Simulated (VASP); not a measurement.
# W (I4/mmm) in VASP: a series of runs

W is run at these levels: PBEsol; tasks: single point.

Everything below comes from runs of VASP 6.6.1. Logs are shortened: lines on timing, memory, paths and dates and some standing lists are left out, and cuts for length are marked.

## (1) The cell of the first run

The structure is tetragonal, space group I4/mmm (No. 139). The conventional cell has a = 3.354 Å, b = 3.354 Å, c = 3.274 Å, α = 90.00°, β = 90.00°, γ = 90.00°. Within 3.8 Å of W (site symmetry 4/mmm) lie 14 W at 2.88 to 3.35 Å.

## (2) Single point, PBEsol (strain +0.050 along x and y, +0.025 along z)

INCAR

```
SYSTEM = W
PREC = Accurate
ENCUT = 520
EDIFF = 1E-6
ISMEAR = 0
SIGMA = 0.15
LREAL = .FALSE.
LASPH = .TRUE.
NELM = 80
ALGO = Fast
ISIF = 2
LWAVE = .FALSE.
LCHARG = .FALSE.
GGA = PS
NBANDS = 13
```

KPOINTS

```
regular mesh
0
G
  20 20 20
  0 0 0
```

POSCAR

```
W
1.0
   -1.6771650000      1.6771650000      1.6372325000
    1.6771650000     -1.6771650000      1.6372325000
    1.6771650000      1.6771650000     -1.6372325000
W
1
Direct
    0.0000000000      0.0000000000      0.0000000000
```

Potentials or basis: VASP PAW PBE potentials, release 64 (W_sv).

Launch:

```
$ cat potpaw_PBE.64/W_sv/POTCAR > POTCAR
$ mpirun -np 1 vasp_std > vasp.out
```

OUTCAR:

```text
SYSTEM = W
   PREC = Accurate
   ENCUT = 520
   EDIFF = 1E-6
   ISMEAR = 0
   LREAL = .FALSE.
   LASPH = .TRUE.
   NELM = 80
   ISIF = 2
   GGA = PS

 ion  position               nearest neighbor table
   1  0.000  0.000  0.000-

  LATTYP: Found a body centered tetragonal cell.
 ALAT       =     3.3543300000
 C/A-ratio  =     0.9761904762

  Lattice vectors:

 A1 = (  -1.6771650000,   1.6771650000,   1.6372325000)
 A2 = (   1.6771650000,  -1.6771650000,   1.6372325000)
 A3 = (   1.6771650000,   1.6771650000,  -1.6372325000)

Analysis of symmetry for initial positions (statically):
=====================================================================
 Subroutine PRICEL returns:
 Original cell was already a primitive cell.

 Routine SETGRP: Setting up the symmetry group for a
 body centered tetragonal supercell.

 Subroutine GETGRP returns: Found 16 space group operations
 (whereof 16 operations were pure point group operations)
 out of a pool of 16 trial point group operations.

The static configuration has the point symmetry D_4h.

Analysis of symmetry for dynamics (positions and initial velocities):
=====================================================================
 Subroutine PRICEL returns:
 Original cell was already a primitive cell.

 Routine SETGRP: Setting up the symmetry group for a
 body centered tetragonal supercell.

 Subroutine GETGRP returns: Found 16 space group operations
 (whereof 16 operations were pure point group operations)
 out of a pool of 16 trial point group operations.

The dynamic configuration has the point symmetry D_4h.

 Subroutine INISYM returns: Found 16 space group operations
 (whereof 16 operations are pure point group operations),
 and found     1 'primitive' translations

----------------------------------------------------------------------------------------

                                     Primitive cell

  volume of cell :      18.4214

  direct lattice vectors                    reciprocal lattice vectors
    -1.677165000  1.677165000  1.637232500     0.000000000  0.298122129  0.305393400
     1.677165000 -1.677165000  1.637232500     0.298122129  0.000000000  0.305393400
     1.677165000  1.677165000 -1.637232500     0.298122129  0.298122129  0.000000000

  length of vectors
     2.882064387  2.882064387  2.882064387     0.426780895  0.426780895  0.421608358

[... 80 lines left out ...]
   EDIFFG = 0.1E-04   stopping-criterion for IOM
   NSW    =      0    number of steps for IOM
   IBRION =     -1    ionic relax: 0-MD 1-quasi-New 2-CG
   NFREE  =      0    steps in history (QN), initial steepest desc. (CG)
   ISIF   =      2    stress and relaxation
   ISYM   =      2    0-nonsym 1-usesym 2-fastsym
   POTIM  = 0.5000    time-step for ionic-motion
   TEBEG  =    0.0;   TEEND  =   0.0 temperature during run
   PSTRESS=    0.0 pullay stress
   NELECT =      14.0000    total number of electrons
   NUPDOWN=      -1.0000    fix difference up-down
   EMIN   =  10.00;   EMAX   =-10.00  energy-range for DOS
   EFERMI =   0.00;   METHOD = LEGACY
   ISMEAR =     0;   SIGMA  =   0.15  broadening in eV -4-tet -1-fermi 0-gaus
   EFERMI_NEDOS =   21; number of points for ismear=-14 and -15
   IALGO  =     68    algorithm
   IMIX   =      4    mixing-type and parameters
     AMIX     =   0.40;   BMIX     =  1.00
     AMIX_MAG =   1.60;   BMIX_MAG =  1.00
  volume/ion in A,a.u.               =      18.42       124.31
  Fermi-wavevector in a.u.,A,eV,Ry     =   1.493976  2.823205 30.367705  2.231963
  Thomas-Fermi vector in A             =   2.606308
   LORBIT       =      0    0 simple, 1 ext, 2 COOP (PROOUT), +10 PAW based schemes
   GGA     = PS    functional components
   LHFCALC =     F    Hartree Fock is set to
   AEXX    =    0.0000 exact exchange contribution
   IVDW    =     0    specifies the selected vdW correction
   LEPSILON=     F    determine dielectric tensor
   LRPA    =     F    only Hartree local field effects (RPA)
 non-spin polarized calculation
 RMM-DIIS sequential band-by-band and
 Gauss-broadening in eV      SIGMA  =   0.15
  energy-cutoff  :      520.00
  volume of cell :       18.42
 maximum number of plane-waves:       510
 NGX is ok and might be reduce to    24
   NGX = 11   NGY = 11   NGZ = 11

 number of electron      14.0000001 magnetization

 Free energy of the ion-electron system (eV)
  ---------------------------------------------------
  ext. energy  EPLUGINS =         0.00000000
  ---------------------------------------------------
  free energy    TOTEN  =       -13.44964900 eV

  energy without entropy =      -13.44507836  energy(sigma->0) =      -13.44736368

 E-fermi :   9.2399     XC(G=0): -12.9297

 val. band max:        9.2297522408   @ k =  -0.1500  -0.1500   0.1500
 cond. band min:       9.2483662626   @ k =   0.5000   0.5000   0.2500
 fundamental gap:      0.0186140219
 Fermi energy:         9.2398905164

 k-point     1 :       0.0000    0.0000    0.0000
  band No.  band energies     occupation
      1     -65.1486      2.00000
      2     -28.8789      2.00000
      3     -28.8789      2.00000
      4     -28.8663      2.00000
      5       0.4260      2.00000
      6       8.0398      2.00000
      7       8.3071      2.00000
      8       8.3071      2.00000
      9      10.9245      0.00000
     10      11.2690      0.00000
     11      23.2677      0.00000
     12      23.2677      0.00000
     13      23.6921      0.00000
[... 354 lines left out ...]
  band No.  band energies     occupation
      1     -65.0985      2.00000
      2     -29.4440      2.00000
      3     -29.0747      2.00000
      4     -28.8844      2.00000
      5       3.4916      2.00000
      6       6.6888      2.00000
      7       7.7141      2.00000
      8      10.8587      0.00000
      9      11.4491      0.00000
     10      11.9487      0.00000
     11      21.3826      0.00000
     12      22.3607      0.00000
     13      27.1631      0.00000

 [... further k-points ...]
[... 5 lines left out ...]
  --------------------------------------------------------------------------------------
  -------------------------------------------------------------------------------------
  Total       -4.4360374     -4.4360374     -3.7813324      0.0000000     -0.0000000     -0.0000000
  in kB     -385.8192112   -385.8192112   -328.8770069      0.0000000     -0.0000000     -0.0000000
  external PRESSURE =    -366.8384764 kB  Pullay stress =       0.0000000 kB

 VOLUME and BASIS-vectors are now :
 -----------------------------------------------------------------------------
  energy-cutoff  :      520.00
  volume of cell :       18.42
      direct lattice vectors                 reciprocal lattice vectors
    -1.677165000  1.677165000  1.637232500     0.000000000  0.298122129  0.305393400
     1.677165000 -1.677165000  1.637232500     0.298122129  0.000000000  0.305393400
     1.677165000  1.677165000 -1.637232500     0.298122129  0.298122129  0.000000000

 POSITION                                       TOTAL-FORCE (eV/Angst)
 -----------------------------------------------------------------------------------
      0.00000      0.00000      0.00000         0.000000      0.000000      0.000000
 -----------------------------------------------------------------------------------
    total drift:                                0.000000      0.000000     -0.000000

  FREE ENERGIE OF THE ION-ELECTRON SYSTEM (eV)
  ---------------------------------------------------
  free  energy   TOTEN  =       -13.4496490048 eV

  energy  without entropy=      -13.4450783640  energy(sigma->0) =      -13.44736368
```

stdout:

```text
POSCAR found type information on POSCAR W
 POSCAR found :  1 types and       1 ions
 scaLAPACK will be used
 -----------------------------------------------------------------------------
|                                                                             |
|                                                                             |
|     You enforced a specific xc type in the INCAR file but a different       |
|     I HOPE YOU KNOW WHAT YOU ARE DOING!                                     |
|                                                                             |
 -----------------------------------------------------------------------------

 LDA part: xc-table for (Slater+PW92), standard interpolation
 POSCAR, INCAR and KPOINTS ok, starting setup
 FFT: planning ... GRIDC
 FFT: planning ... GRID_SOFT
 FFT: planning ... GRID
 WAVECAR not read
 entering main loop
```

Run time: 44 s. Hardware: 1 thread of Intel Xeon 6975P-C (Granite Rapids), shared host; peak memory 0.25 GiB.

What came out:

- Free energy: -13.4496 eV
- Pressure: -36.7 GPa
- Band gap on the k mesh: zero (band 7 reaches 13.36 eV, above the bottom of band 8 at 8.27 eV)

Caveat: the cell differs from its parent crystal (strain +0.050 along x and y, +0.025 along z); the PAW data sets were made with another functional, which shifts forces and pressure a little; spin-orbit coupling is left out, which moves the levels of the heavy elements.

## (3) Single point, PBEsol (strain -0.050 along x and y, +0.000 along z)

INCAR

```
SYSTEM = W
PREC = Accurate ; ENCUT = 520
EDIFF = 1E-7 ; ISMEAR = 0
SIGMA = 0.15 ; LREAL = .False.
LASPH = .True. ; NELM = 100
ALGO = Normal ; ISIF = 2
LWAVE = .False. ; LCHARG = .False.
GGA = PS ; NBANDS = 13
```

KPOINTS

```
Automatic mesh
0
Gamma
  20 20 20
  0 0 0
```

POSCAR

```
W
1.0
   -1.5174350000      1.5174350000      1.5973000000
    1.5174350000     -1.5174350000      1.5973000000
    1.5174350000      1.5174350000     -1.5973000000
W
1
Direct
    0.0000000000      0.0000000000      0.0000000000
```

Potentials or basis: VASP PAW PBE potentials, release 64 (W_sv).

Launch:

```
$ cat potpaw_PBE.64/W_sv/POTCAR > POTCAR
$ mpirun -np 1 vasp_std > vasp.out
```

OUTCAR:

```text
SYSTEM = W
   PREC = Accurate
   ENCUT = 520
   EDIFF = 1E-7
   ISMEAR = 0
   LREAL = .False.
   LASPH = .True.
   NELM = 100
   ISIF = 2
   GGA = PS

 ion  position               nearest neighbor table
   1  0.000  0.000  0.000-

  LATTYP: Found a body centered tetragonal cell.
 ALAT       =     3.0348700000
 C/A-ratio  =     1.0526315789

  Lattice vectors:

 A1 = (  -1.5174350000,   1.5174350000,   1.5973000000)
 A2 = (   1.5174350000,  -1.5174350000,   1.5973000000)
 A3 = (   1.5174350000,   1.5174350000,  -1.5973000000)

Analysis of symmetry for initial positions (statically):
=====================================================================
 Subroutine PRICEL returns:
 Original cell was already a primitive cell.

 Routine SETGRP: Setting up the symmetry group for a
 body centered tetragonal supercell.

 Subroutine GETGRP returns: Found 16 space group operations
 (whereof 16 operations were pure point group operations)
 out of a pool of 16 trial point group operations.

The static configuration has the point symmetry D_4h.

[... 158 lines left out ...]
 E-fermi :  12.4216     XC(G=0): -14.1884

 val. band max:       12.4148540679   @ k =   0.4000   0.0500   0.0500
 cond. band min:      12.4240261734   @ k =  -0.2500   0.5000   0.2500
 fundamental gap:      0.0091721055
 Fermi energy:        12.4216018110

 k-point     1 :       0.0000    0.0000    0.0000
  band No.  band energies     occupation
      1     -61.6712      2.00000
      2     -25.1128      2.00000
      3     -25.0963      2.00000
      4     -25.0963      2.00000
      5       2.3247      2.00000
      6      10.8041      2.00000
      7      10.8041      2.00000
      8      11.5248      2.00000
      9      14.2712      0.00000
     10      15.2572      0.00000
     11      26.4468      0.00000
     12      27.4647      0.00000
     13      27.4647      0.00000
[... 354 lines left out ...]
  band No.  band energies     occupation
      1     -61.5349      2.00000
      2     -26.3420      2.00000
      3     -25.4716      2.00000
      4     -25.1263      2.00000
      5       5.6352      2.00000
      6       9.2543      2.00000
      7      10.6223      2.00000
      8      14.0047      0.00000
      9      15.5153      0.00000
     10      16.0978      0.00000
     11      26.2289      0.00000
     12      27.6597      0.00000
     13      34.5312      0.00000

 [... further k-points ...]
[... 5 lines left out ...]
  --------------------------------------------------------------------------------------
  -------------------------------------------------------------------------------------
  Total        2.9011223      2.9011223      1.1383634      0.0000000      0.0000000      0.0000000
  in kB      315.9438719    315.9438719    123.9723492      0.0000000      0.0000000      0.0000000
  external PRESSURE =     251.9533643 kB  Pullay stress =       0.0000000 kB

 VOLUME and BASIS-vectors are now :
 -----------------------------------------------------------------------------
  energy-cutoff  :      520.00
  volume of cell :       14.71
      direct lattice vectors                 reciprocal lattice vectors
    -1.517435000  1.517435000  1.597300000     0.000000000  0.329503405  0.313028235
     1.517435000 -1.517435000  1.597300000     0.329503405  0.000000000  0.313028235
     1.517435000  1.517435000 -1.597300000     0.329503405  0.329503405  0.000000000

 POSITION                                       TOTAL-FORCE (eV/Angst)
 -----------------------------------------------------------------------------------
      0.00000      0.00000      0.00000        -0.000000     -0.000000      0.000000
 -----------------------------------------------------------------------------------
    total drift:                                0.000000     -0.000000      0.000000

  FREE ENERGIE OF THE ION-ELECTRON SYSTEM (eV)
  ---------------------------------------------------
  free  energy   TOTEN  =       -13.7048673974 eV

  energy  without entropy=      -13.7001626908  energy(sigma->0) =      -13.70251504
```

OSZICAR:

```text
N       E                     dE             d eps       ncg     rms          rms(c)
DAV:   1     0.826937563751E+02    0.82694E+02   -0.74165E+03 16751   0.124E+03
DAV:   2    -0.127706912913E+02   -0.95464E+02   -0.91813E+02 18511   0.318E+02
DAV:   3    -0.143277623777E+02   -0.15571E+01   -0.15529E+01 18371   0.392E+01
DAV:   4    -0.143332823641E+02   -0.55200E-02   -0.55199E-02 18516   0.258E+00
DAV:   5    -0.143333229653E+02   -0.40601E-04   -0.40600E-04 18641   0.208E-01    0.248E+01
DAV:   6    -0.138489119821E+02    0.48441E+00   -0.35958E-01 17581   0.813E+00    0.106E+01
DAV:   7    -0.137099209219E+02    0.13899E+00   -0.20202E-01 18671   0.578E+00    0.483E-01
DAV:   8    -0.137048703227E+02    0.50506E-02   -0.45136E-03 17051   0.918E-01    0.546E-02
DAV:   9    -0.137048686227E+02    0.16999E-05   -0.54638E-05 19454   0.887E-02    0.487E-02
DAV:  10    -0.137048673082E+02    0.13146E-05   -0.90492E-06 18441   0.425E-02    0.120E-03
DAV:  11    -0.137048673974E+02   -0.89267E-07   -0.17376E-07 15082   0.493E-03
   1 F= -.13704867E+02 E0= -.13702515E+02  d E =-.470471E-02
```

Run time: 35 s. Hardware: 1 thread of Intel Xeon 6975P-C (Granite Rapids), shared host; peak memory 0.22 GiB.

Results:

```yaml
Free_energy: -13.7049 eV
Pressure: 25.2 GPa
Band_gap_on_the_k_mesh: zero (band 7 reaches 17.97 eV, above the bottom of band 8 at 11.35 eV)
```

Caveat: the cell differs from its parent crystal (strain -0.050 along x and y, +0.000 along z); the PAW data sets were made with another functional, which shifts forces and pressure a little; spin-orbit coupling is left out, which moves the levels of the heavy elements.
